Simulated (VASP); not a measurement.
# Nb3Te8Mo in VASP: notebook, part 2 of 2

VASP 6.6.1. Earlier steps stand in the parts before.

## 4. Single point, PBE

This run uses another cell than the first one, of 28.71 Å³/atom.

Input file INCAR:

```
SYSTEM = Nb3Te8Mo
ALGO = Normal ; EDIFF = 1E-6
ENCUT = 500 ; GGA = PE
GGA_COMPAT = .False. ; ISIF = 2
ISMEAR = 0 ; LASPH = .True.
LCHARG = .False. ; LREAL = .False.
LWAVE = .False. ; NBANDS = 62
NELM = 120 ; PREC = Accurate
SIGMA = 0.1
```

Input file KPOINTS:

```
k-points
0
Gamma
  12 12 2
  0 0 0
```

Input file POSCAR:

```
Nb3Te8Mo
1.0
    3.6459725680      0.0000000000      0.0000000000
   -1.8229862840      3.1575048654      0.0000000000
    0.0000000000      0.0000000000     29.9266765689
Nb Te Mo
3 8 1
Direct
    0.0000000000      0.0000000000      0.7480354476
    0.0000000000      0.0000000000      0.2519645524
    0.0000000000      0.0000000000      0.5000000000
    0.6666666667      0.3333333333      0.9400668017
    0.6666666667      0.3333333333      0.1896717680
    0.6666666667      0.3333333333      0.4378690203
    0.6666666667      0.3333333333      0.6860327433
    0.3333333333      0.6666666667      0.8103282320
    0.3333333333      0.6666666667      0.0599331983
    0.3333333333      0.6666666667      0.3139672567
    0.3333333333      0.6666666667      0.5621309797
    0.0000000000      0.0000000000      0.0000000000
```

Potentials or basis: VASP PAW PBE potentials, release 64 (Nb_sv, Te, Mo_sv).

Launch:

```bash
$ cat potpaw_PBE.64/Nb_sv/POTCAR potpaw_PBE.64/Te/POTCAR potpaw_PBE.64/Mo_sv/POTCAR > POTCAR
$ mpirun -np 1 vasp_std > vasp.out
```

OUTCAR:

```text
SYSTEM = Nb3Te8Mo
   EDIFF = 1E-6
   ENCUT = 500
   GGA = PE
   ISIF = 2
   ISMEAR = 0
   LASPH = .True.
   LREAL = .False.
   NELM = 120
   PREC = Accurate

 ion  position               nearest neighbor table
   1  0.000  0.000  0.748-   7 2.81   7 2.81   7 2.81   8 2.81   8 2.81   8 2.81
   2  0.000  0.000  0.252-  10 2.81  10 2.81  10 2.81   5 2.81   5 2.81   5 2.81
   3  0.000  0.000  0.500-   6 2.81  11 2.81   6 2.81  11 2.81   6 2.81  11 2.81
   4  0.667  0.333  0.940-  12 2.77  12 2.77  12 2.77
   5  0.667  0.333  0.190-   2 2.81   2 2.81   2 2.81
   6  0.667  0.333  0.438-   3 2.81   3 2.81   3 2.81
   7  0.667  0.333  0.686-   1 2.81   1 2.81   1 2.81
   8  0.333  0.667  0.810-   1 2.81   1 2.81   1 2.81
   9  0.333  0.667  0.060-  12 2.77  12 2.77  12 2.77
  10  0.333  0.667  0.314-   2 2.81   2 2.81   2 2.81
  11  0.333  0.667  0.562-   3 2.81   3 2.81   3 2.81
  12  0.000  0.000  0.000-   4 2.77   9 2.77   4 2.77   9 2.77   4 2.77   9 2.77

  LATTYP: Found a hexagonal cell.
 ALAT       =     3.6459725680
 C/A-ratio  =     8.2081463891

  Lattice vectors:

 A1 = (   3.6459725680,   0.0000000000,   0.0000000000)
 A2 = (  -1.8229862840,   3.1575048654,   0.0000000000)
 A3 = (   0.0000000000,   0.0000000000,  29.9266765689)

Analysis of symmetry for initial positions (statically):
=====================================================================
 Subroutine PRICEL returns:
 Original cell was already a primitive cell.

 Routine SETGRP: Setting up the symmetry group for a
 hexagonal supercell.

 Subroutine GETGRP returns: Found 12 space group operations
 (whereof 12 operations were pure point group operations)
 out of a pool of 24 trial point group operations.

The static configuration has the point symmetry D_3d.

Analysis of symmetry for dynamics (positions and initial velocities):
=====================================================================
 Subroutine PRICEL returns:
[... 159 lines left out ...]
   LRPA    =     F    only Hartree local field effects (RPA)
 non-spin polarized calculation
 Gauss-broadening in eV      SIGMA  =   0.10
  energy-cutoff  :      500.00
  volume of cell :      344.52
 maximum number of plane-waves:      8845
 NGX is ok and might be reduce to    28
   NGX = 13   NGY = 13   NGZ =109

 number of electron     101.0000006 magnetization

 Free energy of the ion-electron system (eV)
  ---------------------------------------------------
  ext. energy  EPLUGINS =         0.00000000
  ---------------------------------------------------
  free energy    TOTEN  =       -70.79483611 eV

  energy without entropy =      -70.75280455  energy(sigma->0) =      -70.77382033

 E-fermi :   6.9625     XC(G=0):  -9.6961

 val. band max:        6.9612859090   @ k =   0.0000   0.0000   0.5000
 cond. band min:       6.9633315301   @ k =   0.1667   0.1667   0.0000
 fundamental gap:      0.0020456211
 Fermi energy:         6.9624728234

 k-point     1 :       0.0000    0.0000    0.0000
  band No.  band energies     occupation
      1     -54.4529      2.00000
      2     -48.3848      2.00000
      3     -48.3574      2.00000
      4     -48.3574      2.00000
      5     -28.5477      2.00000
      6     -28.5477      2.00000
[... 1549 lines left out ...]
     61       9.2333      0.00000
     62       9.8420      0.00000

 [... further k-points ...]

------------------------ aborting loop because EDIFF is reached ----------------------------------------

  FORCE on cell =-STRESS in cart. coord.  units (eV):
  Direction    XX          YY          ZZ          XY          YZ          ZX
  --------------------------------------------------------------------------------------
  -------------------------------------------------------------------------------------
  Total       -0.1732861     -0.1732861     -0.0673755      0.0000000      0.0000000      0.0000000
  in kB       -0.8058579     -0.8058579     -0.3133260      0.0000000      0.0000000      0.0000000
  external PRESSURE =      -0.6416806 kB  Pullay stress =       0.0000000 kB

 VOLUME and BASIS-vectors are now :
 -----------------------------------------------------------------------------
  energy-cutoff  :      500.00
  volume of cell :      344.52
      direct lattice vectors                 reciprocal lattice vectors
     3.645972568  0.000000000  0.000000000     0.274275240  0.158352883  0.000000000
    -1.822986284  3.157504865  0.000000000     0.000000000  0.316705767  0.000000000
     0.000000000  0.000000000 29.926676569     0.000000000  0.000000000  0.033415003

 POSITION                                       TOTAL-FORCE (eV/Angst)
 -----------------------------------------------------------------------------------
      0.00000      0.00000     22.38621         0.000000      0.000000      0.000835
      0.00000      0.00000      7.54046         0.000000      0.000000     -0.000835
      0.00000      0.00000     14.96334         0.000000      0.000000     -0.000000
      1.82299      1.05250     28.13308         0.000000     -0.000000     -0.013055
      1.82299      1.05250      5.67625        -0.000000      0.000000      0.005649
      1.82299      1.05250     13.10396         0.000000      0.000000      0.005171
      1.82299      1.05250     20.53068        -0.000000     -0.000000      0.004973
     -0.00000      2.10500     24.25043         0.000000     -0.000000     -0.005649
     -0.00000      2.10500      1.79360         0.000000      0.000000      0.013055
     -0.00000      2.10500      9.39600         0.000000      0.000000     -0.004973
     -0.00000      2.10500     16.82271        -0.000000      0.000000     -0.005171
      0.00000      0.00000      0.00000         0.000000      0.000000     -0.000000
 -----------------------------------------------------------------------------------
    total drift:                                0.000000     -0.000000      0.000000

  FREE ENERGIE OF THE ION-ELECTRON SYSTEM (eV)
  ---------------------------------------------------
  free  energy   TOTEN  =       -70.7948361142 eV

  energy  without entropy=      -70.7528045507  energy(sigma->0) =      -70.77382033
```

OSZICAR:

```text
N       E                     dE             d eps       ncg     rms          rms(c)
[... 16 lines left out ...]
DAV:  17    -0.707966700307E+02    0.54931E-03   -0.18009E-03  7712   0.152E-01    0.278E-01
DAV:  18    -0.707951983171E+02    0.14717E-02   -0.23118E-03  5980   0.189E-01    0.160E-01
DAV:  19    -0.707950434766E+02    0.15484E-03   -0.54985E-04  6846   0.693E-02    0.101E-01
DAV:  20    -0.707949605199E+02    0.82957E-04   -0.11761E-04  7290   0.351E-02    0.797E-02
DAV:  21    -0.707948570964E+02    0.10342E-03   -0.15697E-04  5730   0.442E-02    0.675E-02
DAV:  22    -0.707948371077E+02    0.19989E-04   -0.13188E-04  6898   0.347E-02    0.320E-02
DAV:  23    -0.707948358954E+02    0.12123E-05   -0.35931E-05  6922   0.187E-02    0.303E-02
DAV:  24    -0.707948361142E+02   -0.21876E-06   -0.28037E-06  4076   0.710E-03
   1 F= -.70794836E+02 E0= -.70773820E+02  d E =-.420316E-01
```

stdout:

```text
POSCAR found type information on POSCAR NbTeMo
 POSCAR found :  3 types and      12 ions
 scaLAPACK will be used
 LDA part: xc-table for (Slater+PW92), standard interpolation
 POSCAR, INCAR and KPOINTS ok, starting setup
 FFT: planning ... GRIDC
 FFT: planning ... GRID_SOFT
 FFT: planning ... GRID
 WAVECAR not read
 entering main loop
```

Run time: 17 min. Hardware: 1 thread of Intel Xeon 6975P-C (Granite Rapids), shared host; peak memory 0.87 GiB.

Results:

- Free energy: -70.7948 eV
- Pressure: -0.1 GPa
- Largest force: 0.013 eV/Å
- Band gap on the k mesh: zero (an odd number of electrons rules out a gap without spin polarisation)

Forces on the atoms (eV/Å):
```
Nb   0.000  0.000  0.001
Nb   0.000  0.000 -0.001
Nb   0.000  0.000  0.000
Te   0.000  0.000 -0.013
Te   0.000  0.000  0.006
Te   0.000  0.000  0.005
Te   0.000  0.000  0.005
Te   0.000  0.000 -0.006
Te   0.000  0.000  0.013
Te   0.000  0.000 -0.005
Te   0.000  0.000 -0.005
Mo   0.000  0.000  0.000
```

Caveat: spin-orbit coupling is left out, which moves the levels of the heavy elements; this functional lacks dispersion, which binds layers or chains, so the pressure and a relaxed spacing across them are unreliable.

## 5. Overview

```csv
task,cell,k mesh,smearing,gap on the mesh (eV),pressure (GPa),largest force (eV/Å)
relaxation of cell and atoms,"relaxed from a = 3.722, b = 3.722, c = 28.602 Å, angles 90.0, 90.0, 120.0°, 12 atoms, atomic positions A",6 × 6 × 1,gaussian 0.1 eV,none,0.1,0.04
single point,"a = 3.641, b = 3.641, c = 29.682 Å, angles 90.1, 89.9, 120.0°, 12 atoms, atomic positions B",6 × 6 × 1,gaussian 0.2 eV,none,-0.1,0.01
single point,"a = 3.646, b = 3.646, c = 29.927 Å, angles 90.0, 90.0, 120.0°, 12 atoms, atomic positions C",12 × 12 × 2,gaussian 0.1 eV,none,-0.1,0.01
```

Alike in all rows: level PBE; potentials or basis VASP PAW PBE potentials, release 64 (Nb_sv, Te, Mo_sv); no spin polarisation; cutoff (eV) 500.

Caveats: spin-orbit coupling is left out, which moves the levels of the heavy elements; this functional lacks dispersion, which binds layers or chains, so the pressure and a relaxed spacing across them are unreliable (at least some runs).

Absolute energies hang on the potentials; compare differences alone.

The gap in the log of VASP goes by the Fermi energy; the results here count the filled bands.